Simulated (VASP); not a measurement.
# MnBr2 (P-3m1) in VASP: single point with LDA+U

Aim: the single point of MnBr2 with LDA+U.

Program: VASP 6.6.1. These are calculated values, not measurements. Logs are shortened: lines on timing, memory, paths and dates and some standing lists are left out, and cuts for length are marked.

## 1. The cell of the first run

It takes space group P-3m1 (No. 164, trigonal). Conventional cell: a = 3.820 Å, b = 3.820 Å, c = 6.190 Å, α = 90.00°, β = 90.00°, γ = 120.00°. Mn (site symmetry -3m) has 6 Br at 2.69 Å within 3.6 Å. Br (site symmetry 3m) has 3 Mn at 2.69 Å within 3.6 Å.

## 2. Single point, LDA+U, collinear spin, antiferromagnetic start

File INCAR:

```
SYSTEM = MnBr2
ALGO = Normal
EDIFF = 1E-6
ENCUT = 520
ISIF = 2
ISMEAR = 0
ISPIN = 2
LASPH = .TRUE.
LCHARG = .FALSE.
LDAU = .TRUE.
LDAUJ = 0 0
LDAUL = 2 -1
LDAUPRINT = 1
LDAUTYPE = 2
LDAUU = 8 0
LMAXMIX = 4
LORBIT = 11
LREAL = .FALSE.
LWAVE = .FALSE.
MAGMOM = 3.11 -3.11 -0.02 0.02 0.02 -0.02
NBANDS = 40
NELM = 150
PREC = Accurate
SIGMA = 0.05
```

File KPOINTS:

```
k-points
0
G
  6 6 2
  0 0 0
```

File POSCAR:

```
MnBr2
1.0
    3.8200014300      0.0000000000      0.0000000000
   -1.9100007100      3.3082182800      0.0000000000
    0.0000000000      0.0000000000     12.3800004800
Mn Br
2 4
Direct
    0.0000000000      0.0000000000      0.0000000000
    0.0000000000      0.0000000000      0.5000000000
    0.3333333333      0.6666666667      0.1250000000
    0.6666666667      0.3333333333      0.3750000000
    0.3333333333      0.6666666667      0.6250000000
    0.6666666667      0.3333333333      0.8750000000
```

Potentials or basis: VASP PAW LDA potentials, release 64 (Mn_pv, Br).

Launch:

```bash
$ cat potpaw_LDA.64/Mn_pv/POTCAR potpaw_LDA.64/Br/POTCAR > POTCAR
$ mpirun -np 1 vasp_std > vasp.out
```

OUTCAR:

```text
SYSTEM = MnBr2
   EDIFF = 1E-6
   ENCUT = 520
   ISIF = 2
   ISMEAR = 0
   ISPIN = 2
   LASPH = .TRUE.
   LORBIT = 11
   LREAL = .FALSE.
   NELM = 150
   PREC = Accurate

 ion  position               nearest neighbor table
   1  0.000  0.000  0.000-   3 2.69   6 2.69   3 2.69   6 2.69   6 2.69   3 2.69
   2  0.000  0.000  0.500-   4 2.69   5 2.69   5 2.69   4 2.69   4 2.69   5 2.69
   3  0.333  0.667  0.125-   1 2.69   1 2.69   1 2.69
   4  0.667  0.333  0.375-   2 2.69   2 2.69   2 2.69
   5  0.333  0.667  0.625-   2 2.69   2 2.69   2 2.69
   6  0.667  0.333  0.875-   1 2.69   1 2.69   1 2.69

  LATTYP: Found a hexagonal cell.
 ALAT       =     3.8200014300
 C/A-ratio  =     3.2408366088

  Lattice vectors:

 A1 = (   3.8200014300,   0.0000000000,   0.0000000000)
 A2 = (  -1.9100007100,   3.3082182800,   0.0000000000)
 A3 = (   0.0000000000,   0.0000000000,  12.3800004800)

Analysis of symmetry for initial positions (statically):
=====================================================================
 Subroutine PRICEL returns following result:

  LATTYP: Found a hexagonal cell.
 ALAT       =     3.8200014300
 C/A-ratio  =     1.6204183044
[... 12 lines left out ...]
 Subroutine GETGRP returns: Found 12 space group operations
 (whereof 12 operations were pure point group operations)
 out of a pool of 24 trial point group operations.

The static configuration has the point symmetry D_3d.

Analysis of symmetry for dynamics (positions and initial velocities):
=====================================================================
 Subroutine PRICEL returns following result:

  LATTYP: Found a hexagonal cell.
 ALAT       =     3.8200014300
 C/A-ratio  =     1.6204183044
[... 12 lines left out ...]
 Subroutine GETGRP returns: Found 12 space group operations
 (whereof 12 operations were pure point group operations)
 out of a pool of 24 trial point group operations.

The dynamic configuration has the point symmetry D_3d.

Analysis of structural, dynamic, and magnetic symmetry:
=====================================================================
 Subroutine PRICEL returns following result:

  LATTYP: Found a hexagonal cell.
 ALAT       =     3.8200014300
 C/A-ratio  =     1.6204183044
[... 12 lines left out ...]
 Subroutine GETGRP returns: Found 12 space group operations
 (whereof 12 operations were pure point group operations)
 out of a pool of 24 trial point group operations.

The overall configuration has the point symmetry D_3d.

 Subroutine INISYM returns: Found 12 space group operations
 (whereof 12 operations are pure point group operations),
 and found     2 'primitive' translations

----------------------------------------------------------------------------------------

                                     Primitive cell

  volume of cell :      78.2255

  direct lattice vectors                    reciprocal lattice vectors
     3.820001430  0.000000000  0.000000000     0.261780007  0.151138757  0.000000000
    -1.910000710  3.308218280  0.000000000     0.000000000  0.302277515  0.000000000
     0.000000000  0.000000000  6.190000240     0.000000000  0.000000000  0.161550882

  length of vectors
     3.820001430  3.820001427  6.190000240     0.302277515  0.302277515  0.161550882

  position of ions in fractional coordinates (direct lattice)
     0.000000000  0.000000000  0.000000000
     0.333333333  0.666666667  0.250000000
     0.666666667  0.333333333  0.750000000

[... 136 lines left out ...]
  o =  0.0526  v =  0.0000  0.0000  0.0000  0.0000  0.0000 -0.4512  0.5198  0.0000  0.6184 -0.3793      0.0000  0.0000  0.0000  0.0000  0.0000  0.0000  0.0000  0.0000  0.0000  0.0000
  o =  0.9456  v = -0.5264  0.4402 -0.0000 -0.3700  0.6263  0.0000  0.0000  0.0000  0.0000  0.0000      0.0000  0.0000  0.0000  0.0000  0.0000  0.0000  0.0000  0.0000  0.0000  0.0000
  o =  0.9456  v = -0.6263 -0.3700 -0.0000 -0.4402 -0.5264  0.0000  0.0000  0.0000  0.0000  0.0000      0.0000  0.0000  0.0000  0.0000  0.0000  0.0000  0.0000  0.0000  0.0000  0.0000
  o =  0.9463  v =  0.0000  0.0000 -1.0000  0.0000  0.0000  0.0000  0.0000  0.0000  0.0000  0.0000      0.0000  0.0000  0.0000  0.0000  0.0000  0.0000  0.0000  0.0000  0.0000  0.0000
  o =  0.9700  v =  0.3700  0.6263 -0.0000 -0.5264 -0.4402  0.0000  0.0000  0.0000  0.0000  0.0000      0.0000  0.0000  0.0000  0.0000  0.0000  0.0000  0.0000  0.0000  0.0000  0.0000
  o =  0.9700  v = -0.4402  0.5264  0.0000  0.6263 -0.3700  0.0000  0.0000  0.0000  0.0000  0.0000      0.0000  0.0000  0.0000  0.0000  0.0000  0.0000  0.0000  0.0000  0.0000  0.0000

atom =   2  type =  1  l = 2

 onsite density matrix

spin component  1

  0.0241  0.0000 -0.0000 -0.0208 -0.0000
  0.0000  0.0374  0.0000  0.0000 -0.0208
 -0.0000  0.0000  0.0088  0.0000 -0.0000
 -0.0208  0.0000  0.0000  0.0374 -0.0000
 -0.0000 -0.0208 -0.0000 -0.0000  0.0241

spin component  2

  0.9537  0.0000 -0.0000 -0.0115 -0.0000
  0.0000  0.9619  0.0000  0.0000 -0.0115
 -0.0000  0.0000  0.9463  0.0000 -0.0000
 -0.0115  0.0000  0.0000  0.9619 -0.0000
 -0.0000 -0.0115 -0.0000 -0.0000  0.9537

 occupancies and eigenvectors

  o =  0.0088  v = -0.0000 -0.0000 -1.0000 -0.0000 -0.0000  0.0000  0.0000  0.0000  0.0000  0.0000      0.0000  0.0000  0.0000  0.0000  0.0000  0.0000  0.0000  0.0000  0.0000  0.0000
  o =  0.0090  v =  0.5198 -0.4512 -0.0000  0.3793 -0.6184  0.0000  0.0000  0.0000  0.0000  0.0000      0.0000  0.0000  0.0000  0.0000  0.0000  0.0000  0.0000  0.0000  0.0000  0.0000
  o =  0.0090  v =  0.6184  0.3793 -0.0000  0.4512  0.5198  0.0000  0.0000  0.0000  0.0000  0.0000      0.0000  0.0000  0.0000  0.0000  0.0000  0.0000  0.0000  0.0000  0.0000  0.0000
  o =  0.0526  v =  0.3793  0.6184 -0.0000 -0.5198 -0.4512  0.0000  0.0000  0.0000  0.0000  0.0000      0.0000  0.0000  0.0000  0.0000  0.0000  0.0000  0.0000  0.0000  0.0000  0.0000
  o =  0.0526  v = -0.4512  0.5198  0.0000  0.6184 -0.3793  0.0000  0.0000  0.0000  0.0000  0.0000      0.0000  0.0000  0.0000  0.0000  0.0000  0.0000  0.0000  0.0000  0.0000  0.0000
  o =  0.9456  v =  0.0000  0.0000  0.0000  0.0000  0.0000 -0.5264  0.4402 -0.0000 -0.3700  0.6263      0.0000  0.0000  0.0000  0.0000  0.0000  0.0000  0.0000  0.0000  0.0000  0.0000
  o =  0.9456  v =  0.0000  0.0000  0.0000  0.0000  0.0000 -0.6263 -0.3700 -0.0000 -0.4402 -0.5264      0.0000  0.0000  0.0000  0.0000  0.0000  0.0000  0.0000  0.0000  0.0000  0.0000
  o =  0.9463  v =  0.0000  0.0000  0.0000  0.0000  0.0000  0.0000  0.0000 -1.0000  0.0000  0.0000      0.0000  0.0000  0.0000  0.0000  0.0000  0.0000  0.0000  0.0000  0.0000  0.0000
  o =  0.9700  v =  0.0000  0.0000  0.0000  0.0000  0.0000  0.3700  0.6263 -0.0000 -0.5264 -0.4402      0.0000  0.0000  0.0000  0.0000  0.0000  0.0000  0.0000  0.0000  0.0000  0.0000
  o =  0.9700  v =  0.0000  0.0000  0.0000  0.0000  0.0000 -0.4402  0.5264  0.0000  0.6263 -0.3700      0.0000  0.0000  0.0000  0.0000  0.0000  0.0000  0.0000  0.0000  0.0000  0.0000

 number of electron      54.0000024 magnetization      -0.0000000

 Free energy of the ion-electron system (eV)
  ---------------------------------------------------
  ext. energy  EPLUGINS =         0.00000000
  ---------------------------------------------------
  free energy    TOTEN  =       -27.83716846 eV

  energy without entropy =      -27.83716846  energy(sigma->0) =      -27.83716846

 E-fermi :   1.6087     XC(G=0):  -9.3637

 val. band max:        1.3220276155   @ k =   0.0000   0.0000   0.5000
 cond. band min:       5.0149236220   @ k =   0.0000   0.0000   0.0000
 fundamental gap:      3.6928960065
 Fermi energy:         1.6086972114

 spin component 1

 k-point     1 :       0.0000    0.0000    0.0000
  band No.  band energies     occupation
      1     -47.5719      1.00000
      2     -47.5719      1.00000
      3     -47.5666      1.00000
      4     -42.9693      1.00000
      5     -42.9693      1.00000
      6     -42.9619      1.00000
[... 577 lines left out ...]
     38       9.4718      0.00000
     39      10.0844      0.00000
 Fermi energy:         1.6086972114

 spin component 2

 k-point     1 :       0.0000    0.0000    0.0000
  band No.  band energies     occupation
      1     -47.5719      1.00000
      2     -47.5719      1.00000
      3     -47.5666      1.00000
      4     -42.9693      1.00000
      5     -42.9693      1.00000
      6     -42.9619      1.00000
[... 577 lines left out ...]
     38       9.4718      0.00000
     39      10.0844      0.00000
 [bands above 39 left out]

------------------------ aborting loop because EDIFF is reached ----------------------------------------

  FORCE on cell =-STRESS in cart. coord.  units (eV):
  Direction    XX          YY          ZZ          XY          YZ          ZX
  --------------------------------------------------------------------------------------
  -------------------------------------------------------------------------------------
  Total       -0.6381542     -0.6381542     -1.2810801     -0.0000000      0.0000000     -0.0000000
  in kB       -6.5351849     -6.5351849    -13.1192353     -0.0000000      0.0000000     -0.0000000
  external PRESSURE =      -8.7298684 kB  Pullay stress =       0.0000000 kB

 VOLUME and BASIS-vectors are now :
 -----------------------------------------------------------------------------
  energy-cutoff  :      520.00
  volume of cell :      156.45
      direct lattice vectors                 reciprocal lattice vectors
     3.820001430  0.000000000  0.000000000     0.261780007  0.151138757  0.000000000
    -1.910000710  3.308218280  0.000000000     0.000000000  0.302277515  0.000000000
     0.000000000  0.000000000 12.380000480     0.000000000  0.000000000  0.080775441

 POSITION                                       TOTAL-FORCE (eV/Angst)
 -----------------------------------------------------------------------------------
      0.00000      0.00000      0.00000         0.000000     -0.000000      0.000000
      0.00000      0.00000      6.19000         0.000000     -0.000000      0.000000
      0.00000      2.20548      1.54750         0.000000      0.000000     -0.190769
      1.91000      1.10274      4.64250        -0.000000     -0.000000      0.190769
      0.00000      2.20548      7.73750         0.000000      0.000000     -0.190769
      1.91000      1.10274     10.83250        -0.000000     -0.000000      0.190769
 -----------------------------------------------------------------------------------
    total drift:                               -0.000000     -0.000000      0.000000

  FREE ENERGIE OF THE ION-ELECTRON SYSTEM (eV)
  ---------------------------------------------------
  free  energy   TOTEN  =       -27.8371684641 eV

  energy  without entropy=      -27.8371684641  energy(sigma->0) =      -27.83716846

 total charge

# of ion       s       p       d       tot
------------------------------------------
    1        0.218   6.160   4.892  11.271
    2        0.218   6.160   4.892  11.271
    3        1.613   3.254   0.016   4.883
    4        1.613   3.254   0.016   4.883
    5        1.613   3.254   0.016   4.883
    6        1.613   3.254   0.016   4.883
--------------------------------------------------
tot          6.888  25.338   9.848  42.074

 magnetization (x)

# of ion       s       p       d       tot
------------------------------------------
    1        0.030   0.023   4.634   4.687
    2       -0.030  -0.023  -4.634  -4.687
    3        0.004   0.021   0.003   0.028
    4       -0.004  -0.021  -0.003  -0.028
    5       -0.004  -0.021  -0.003  -0.028
    6        0.004   0.021   0.003   0.028
--------------------------------------------------
tot         -0.000   0.000   0.000  -0.000
```

Wall time 3.5 min (1 thread of Intel Xeon Platinum 8259CL at 2.50GHz (Skylake/Cascade Lake), shared host); peak memory 0.3 GiB.

What came out:

```
Free energy                                           : -27.8372 eV
Pressure                                              : -0.9 GPa
Largest force                                         : 0.191 eV/Å
Band gap on the k mesh                                : 3.69 eV
Net moment                                            : 0.00 μB per cell
Site moments                                          : Mn +4.69, -4.69; Br +0.03, -0.03 μB
Valence electrons inside the program's atomic spheres : Mn 11.27; Br 4.88
```

Forces on the atoms (eV/Å):
```
Mn   0.000  0.000  0.000
Mn   0.000  0.000  0.000
Br   0.000  0.000 -0.191
Br   0.000  0.000  0.191
Br   0.000  0.000 -0.191
Br   0.000  0.000  0.191
```

Levels at points of the mesh, in eV from the valence-band top:
Spin up:
| k point | band 24 | band 25 | band 26 | band 27 | band 28 | band 29 | band 30 | band 31 |
| --- | --- | --- | --- | --- | --- | --- | --- | --- |
| (0.00, 0.00, 0.00) | -0.39 | -0.26 | -0.01 | -0.01 | 3.69 | 4.81 | 5.26 | 5.26 |
| (0.50, 0.00, 0.00) | -1.32 | -1.15 | -0.49 | -0.20 | 4.20 | 4.62 | 5.52 | 5.81 |
| (0.00, 0.00, 0.50) | -0.43 | -0.43 | 0.00 | 0.00 | 4.21 | 4.49 | 5.20 | 5.26 |
| (0.50, 0.00, 0.50) | -1.20 | -1.10 | -0.42 | -0.21 | 4.22 | 4.56 | 5.15 | 6.05 |
Spin down:
```
           k point  band 24  band 25  band 26  band 27  band 28  band 29  band 30  band 31
(0.00, 0.00, 0.00)    -0.39    -0.26    -0.01    -0.01     3.69     4.81     5.26     5.26
(0.50, 0.00, 0.00)    -1.32    -1.15    -0.49    -0.20     4.20     4.62     5.52     5.81
(0.00, 0.00, 0.50)    -0.43    -0.43     0.00     0.00     4.21     4.49     5.20     5.26
(0.50, 0.00, 0.50)    -1.20    -1.10    -0.42    -0.21     4.22     4.56     5.15     6.05
```

Eigenvalues of the final occupation matrices:
```
    site  spin  trace               eigenvalues
site 1 d     1   4.78  0.95 0.95 0.95 0.97 0.97
site 1 d     2   0.13  0.01 0.01 0.01 0.05 0.05
site 2 d     1   0.13  0.01 0.01 0.01 0.05 0.05
site 2 d     2   4.78  0.95 0.95 0.95 0.97 0.97
```

The state reached can hang on the start; a lower one may exist.
